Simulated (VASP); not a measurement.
Set up this calculation in VASP 6.6.1, as the native input.

```
Task                   : single point
Functional             : LDA
Potentials or basis    : VASP PAW LDA potentials, release 64 (Zn, O_h)
Cutoff                 : 1340 eV
k mesh                 : 9 × 9 × 6
Occupations            : gaussian, width 0.02 eV
Spin                   : no spin polarisation
Dipole correction      : no
Further INCAR settings : ALGO = Normal; EDIFF = 1e-06; NBANDS = 26
```

The structure of ZnO lies in POSCAR:

```
ZnO
1.0
    3.2300572067      0.0000000000      0.0000000000
   -1.6150286033      2.7973115966      0.0000000000
    0.0000000000      0.0000000000      5.2141142653
Zn O
2 2
Direct
    0.3333333333      0.6666666667      0.5000326392
    0.6666666667      0.3333333333      0.0000326392
    0.6666666667      0.3333333333      0.3789773608
    0.3333333333      0.6666666667      0.8789773608
```

One way to write it, as run:

INCAR

```
SYSTEM = ZnO
PREC = Accurate ; ENCUT = 1340
EDIFF = 1E-6 ; ISMEAR = 0
SIGMA = 0.02 ; LREAL = .False.
LASPH = .True. ; NELM = 120
ALGO = Normal ; ISIF = 2
LWAVE = .False. ; LCHARG = .False.
GGA = CA ; NBANDS = 26
GGA_COMPAT = .False.
```

KPOINTS

```
regular mesh
0
Gamma
  9 9 6
  0 0 0
```

Potentials or basis: VASP PAW LDA potentials, release 64 (Zn, O_h).

Run with:

```bash
$ cat potpaw_LDA.64/Zn/POTCAR potpaw_LDA.64/O_h/POTCAR > POTCAR
$ mpirun -np 1 vasp_std > vasp.out
```

It gave:

```yaml
Pressure: -4.8 GPa
Largest_force: 0.003 eV/Å
Band_gap_on_the_k_mesh: 0.75 eV
```

Caveat: the cell stands under tension; semilocal functionals underestimate gaps, and a narrow one can read as zero.

Wall time 2.5 min on 1 thread of Intel(R) Xeon(R) Platinum 8488C (Sapphire Rapids), on a shared host, peak memory 0.37 GiB.
